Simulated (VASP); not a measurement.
# C (P6_3/mmc) in VASP: a series of runs, part 3 of 3

VASP 6.6.1. The steps go on from the part before.

## Step 5: Relaxation of the atoms, PBE (strained cell)

INCAR

```
PREC     = Accurate       # precision mode
ENCUT    = 520            # plane-wave cutoff, eV
EDIFF    = 1E-6           # SCF threshold, eV
ISMEAR   = 0              # smearing method
SIGMA    = 0.02           # smearing width, eV
LREAL    = False          # projectors in reciprocal space
LASPH    = True           # aspherical terms in the spheres
NELM     = 80             # most SCF steps
ALGO     = Normal         # electronic algorithm
ISIF     = 2              # what is computed and relaxed
LWAVE    = False          # write WAVECAR
LCHARG   = False          # write CHGCAR
GGA      = PE             # functional
IBRION   = 2              # ionic algorithm
NSW      = 60             # ionic steps
EDIFFG   = -0.002         # ionic threshold
```

KPOINTS

```
Automatic mesh
0
Gamma
  9 9 6
```

POSCAR

```
C
1.0
    2.5775315029      0.0000000000      0.0000000000
   -1.2887657514      2.2322077606      0.0000000000
    0.0000000000      0.0000000000      4.2430102239
C
4
Direct
    0.3333333333      0.6666666667     -0.0003552675
    0.6666666667      0.3333333333      0.4996447325
    0.3333333333      0.6666666667      0.3743552675
    0.6666666667      0.3333333333      0.8743552675
```

Potentials or basis: VASP PAW PBE potentials, release 64 (C).

The run is started by

```bash
$ cat potpaw_PBE.64/C/POTCAR > POTCAR
$ mpirun -np 1 vasp_std > vasp.out
```

OUTCAR:

```text
PREC = Accurate
   ENCUT = 520
   EDIFF = 1E-6
   ISMEAR = 0
   LREAL = False
   LASPH = True
   NELM = 80
   ISIF = 2
   GGA = PE
   IBRION = 2
   NSW = 60
   EDIFFG = -0.002

 ion  position               nearest neighbor table
   1  0.333  0.667  1.000-   4 1.58   4 1.58   4 1.58   3 1.59
   2  0.667  0.333  0.500-   3 1.58   3 1.58   3 1.58   4 1.59
   3  0.333  0.667  0.374-   2 1.58   2 1.58   2 1.58   1 1.59
   4  0.667  0.333  0.874-   1 1.58   1 1.58   1 1.58   2 1.59

  LATTYP: Found a hexagonal cell.
 ALAT       =     2.5775315029
 C/A-ratio  =     1.6461526151

  Lattice vectors:

 A1 = (   2.5775315029,   0.0000000000,   0.0000000000)
 A2 = (  -1.2887657514,   2.2322077606,   0.0000000000)
 A3 = (   0.0000000000,   0.0000000000,   4.2430102239)

Analysis of symmetry for initial positions (statically):
=====================================================================
 Subroutine PRICEL returns:
 Original cell was already a primitive cell.

 Routine SETGRP: Setting up the symmetry group for a
 hexagonal supercell.

 Subroutine GETGRP returns: Found 24 space group operations
 (whereof  6 operations were pure point group operations)
 out of a pool of 24 trial point group operations.

The static configuration has the point symmetry C_3v.
 The point group associated with its full space group is D_6h.

Analysis of symmetry for dynamics (positions and initial velocities):
=====================================================================
 Subroutine PRICEL returns:
 Original cell was already a primitive cell.

 Routine SETGRP: Setting up the symmetry group for a
 hexagonal supercell.

 Subroutine GETGRP returns: Found 24 space group operations
 (whereof  6 operations were pure point group operations)
 out of a pool of 24 trial point group operations.

The dynamic configuration has the point symmetry C_3v.
 The point group associated with its full space group is D_6h.

 Subroutine INISYM returns: Found 24 space group operations
 (whereof  6 operations are pure point group operations),
 and found     1 'primitive' translations

----------------------------------------------------------------------------------------

                                     Primitive cell

  volume of cell :      24.4125

  direct lattice vectors                    reciprocal lattice vectors
     2.577531503  0.000000000  0.000000000     0.387968100  0.223993487  0.000000000
    -1.288765751  2.232207761  0.000000000     0.000000000  0.447986974  0.000000000
     0.000000000  0.000000000  4.243010224     0.000000000  0.000000000  0.235681732

  length of vectors
     2.577531503  2.577531503  4.243010224     0.447986974  0.447986974  0.235681732

  position of ions in fractional coordinates (direct lattice)
     0.333333333  0.666666667  0.999644733
     0.666666667  0.333333333  0.499644733
     0.333333333  0.666666667  0.374355268
     0.666666667  0.333333333  0.874355268

  ion indices of the primitive-cell ions
   primitive index   ion index
                 1           1
                 2           2
                 3           3
                 4           4

----------------------------------------------------------------------------------------

 KPOINTS: Automatic mesh

Automatic generation of k-mesh.
 Grid dimensions read from file:
[... 55 lines left out ...]
 SYSTEM =  unknown system
   PREC   = accura    normal or accurate (medium, high low for compatibility)
   ISTART =      0    job   : 0-new  1-cont  2-samecut
   ICHARG =      2    charge: 1-file 2-atom 10-const
   ISPIN  =      1    spin polarized calculation?
   LNONCOLLINEAR =      F non collinear calculations
   LSORBIT =      F    spin-orbit coupling
   LASPH  =      T    aspherical Exc in radial PAW
   ENCUT  =  520.0 eV  38.22 Ry    6.18 a.u.   4.79  4.79  7.89*2*pi/ulx,y,z
   NELM   =     80;   NELMIN=  2; NELMDL= -5     # of ELM steps
   EDIFF  = 0.1E-05   stopping-criterion for ELM
   LREAL  =      F    real-space projection
   EDIFFG = -.2E-02   stopping-criterion for IOM
   NSW    =     60    number of steps for IOM
   IBRION =      2    ionic relax: 0-MD 1-quasi-New 2-CG
   NFREE  =      1    steps in history (QN), initial steepest desc. (CG)
   ISIF   =      2    stress and relaxation
   ISYM   =      2    0-nonsym 1-usesym 2-fastsym
   POTIM  = 0.5000    time-step for ionic-motion
   TEBEG  =    0.0;   TEEND  =   0.0 temperature during run
   PSTRESS=    0.0 pullay stress
   NELECT =      16.0000    total number of electrons
   NUPDOWN=      -1.0000    fix difference up-down
   EMIN   =  10.00;   EMAX   =-10.00  energy-range for DOS
   EFERMI =   0.00;   METHOD = LEGACY
   ISMEAR =     0;   SIGMA  =   0.02  broadening in eV -4-tet -1-fermi 0-gaus
   EFERMI_NEDOS =   21; number of points for ismear=-14 and -15
   IALGO  =     38    algorithm
   IMIX   =      4    mixing-type and parameters
     AMIX     =   0.40;   BMIX     =  1.00
     AMIX_MAG =   1.60;   BMIX_MAG =  1.00
  volume/ion in A,a.u.               =       6.10        41.19
  Fermi-wavevector in a.u.,A,eV,Ry     =   1.422036  2.687258 27.513517  2.022186
  Thomas-Fermi vector in A             =   2.542782
   LORBIT       =      0    0 simple, 1 ext, 2 COOP (PROOUT), +10 PAW based schemes
   GGA     = PE    functional components
   LHFCALC =     F    Hartree Fock is set to
   AEXX    =    0.0000 exact exchange contribution
   IVDW    =     0    specifies the selected vdW correction
   LEPSILON=     F    determine dielectric tensor
   LRPA    =     F    only Hartree local field effects (RPA)
 conjugate gradient relaxation of ions
 non-spin polarized calculation
 Gauss-broadening in eV      SIGMA  =   0.02
  energy-cutoff  :      520.00
  volume of cell :       24.41
 maximum number of plane-waves:       668
 NGX is ok and might be reduce to    20
   NGX =  9   NGY =  9   NGZ = 15

--------------------------------------- Ionic step        1  -------------------------------------------

 number of electron      15.9999999 magnetization

 Free energy of the ion-electron system (eV)
  ---------------------------------------------------
  ext. energy  EPLUGINS =         0.00000000
  ---------------------------------------------------
  free energy    TOTEN  =       -36.14143369 eV

  energy without entropy =      -36.14143369  energy(sigma->0) =      -36.14143369

------------------------ aborting loop because EDIFF is reached ----------------------------------------

  FORCE on cell =-STRESS in cart. coord.  units (eV):
  Direction    XX          YY          ZZ          XY          YZ          ZX
  --------------------------------------------------------------------------------------
  -------------------------------------------------------------------------------------
  Total       -4.4013542     -4.4013542     -2.6407997     -0.0000000     -0.0000000     -0.0000000
  in kB     -288.8578858   -288.8578858   -173.3138879     -0.0000000     -0.0000000     -0.0000000
  external PRESSURE =    -250.3432198 kB  Pullay stress =       0.0000000 kB
[... 63 lines left out ...]
--------------------------------------- Ionic step        3  -------------------------------------------

 number of electron      15.9999999 magnetization

 Free energy of the ion-electron system (eV)
  ---------------------------------------------------
  ext. energy  EPLUGINS =         0.00000000
  ---------------------------------------------------
  free energy    TOTEN  =       -36.14144908 eV

  energy without entropy =      -36.14144908  energy(sigma->0) =      -36.14144908

 E-fermi :   9.0891     XC(G=0): -12.8794

 val. band max:        8.9545328315   @ k =   0.0000   0.0000   0.0000
 cond. band min:      12.5348641588   @ k =   0.3333   0.3333   0.0000
 fundamental gap:      3.5803313273
 Fermi energy:         9.0890857722

 k-point     1 :       0.0000    0.0000    0.0000
  band No.  band energies     occupation
      1     -11.8408      2.00000
      2      -6.5163      2.00000
      3      -3.9102      2.00000
      4       5.9883      2.00000
      5       5.9883      2.00000
      6       8.5481      2.00000
      7       8.9545      2.00000
      8       8.9545      2.00000
      9      13.6873      0.00000
     10      13.6873      0.00000
     11      14.3796      0.00000
     12      15.9430      0.00000
[... 331 lines left out ...]
 k-point    24 :       0.3333    0.3333    0.1667
  band No.  band energies     occupation
      1      -5.0393      2.00000
      2      -5.0393      2.00000
      3      -1.1823      2.00000
      4      -1.1600      2.00000
      5      -1.1600      2.00000
      6       2.1328      2.00000
      7       3.0876      2.00000
      8       3.0876      2.00000
      9      13.3185      0.00000
     10      18.7691      0.00000
     11      18.7691      0.00000
     12      20.4588      0.00000

 [... further k-points ...]
[... 5 lines left out ...]
  --------------------------------------------------------------------------------------
  -------------------------------------------------------------------------------------
  Total       -4.4018716     -4.4018716     -2.6397826     -0.0000000      0.0000000     -0.0000000
  in kB     -288.8918413   -288.8918413   -173.2471372     -0.0000000      0.0000000     -0.0000000
  external PRESSURE =    -250.3436066 kB  Pullay stress =       0.0000000 kB
[... 19 lines left out ...]
  FREE ENERGIE OF THE ION-ELECTRON SYSTEM (eV)
  ---------------------------------------------------
  free  energy   TOTEN  =       -36.1414490831 eV

  energy  without entropy=      -36.1414490831  energy(sigma->0) =      -36.14144908

 reached required accuracy - stopping structural energy minimisation
```

Wall time 12 s (1 thread of Intel Xeon Platinum 8488C (Sapphire Rapids), shared host); peak memory 0.13 GiB.

What came out:

| Property | Result |
| --- | --- |
| Free energy | -36.1414 eV |
| Energy gained by relaxing | 0.0 meV/atom |
| Ionic steps | 3 |
| Pressure after relaxing | -25.0 GPa |
| Band gap on the k mesh | 3.58 eV, indirect (least direct gap 4.73 eV) |

Final structure:
```
CELL_PARAMETERS angstrom
2.57753 0.00000 0.00000
-1.28877 2.23221 0.00000
0.00000 0.00000 4.24301
ATOMIC_POSITIONS crystal
C 0.33333 0.66667 0.99956
C 0.66667 0.33333 0.49956
C 0.33333 0.66667 0.37444
C 0.66667 0.33333 0.87444
```

Caveat: the cell differs from its parent crystal (strained cell).

## Step 6: Overview

```tsv
cell	gap on the mesh (eV)	pressure (GPa)
atoms relaxed from a = 2.512, b = 2.512, c = 4.243 Å, angles 90.0, 90.0, 120.0°, 4 atoms	3.40	-5.9
atoms relaxed from a = 2.511, b = 2.511, c = 4.243 Å, angles 90.0, 90.0, 120.0°, 4 atoms	3.39	-5.5
atoms relaxed from a = 2.578, b = 2.578, c = 4.243 Å, angles 90.0, 90.0, 120.0°, 4 atoms	3.58	-25.0
```

Alike in all rows: task relaxation of the atoms; level PBE; potentials or basis VASP PAW PBE potentials, release 64 (C); no spin polarisation; k mesh 9 × 9 × 6; cutoff (eV) 520; smearing gaussian 0.02 eV.

Absolute energies hang on the potentials; compare differences alone.
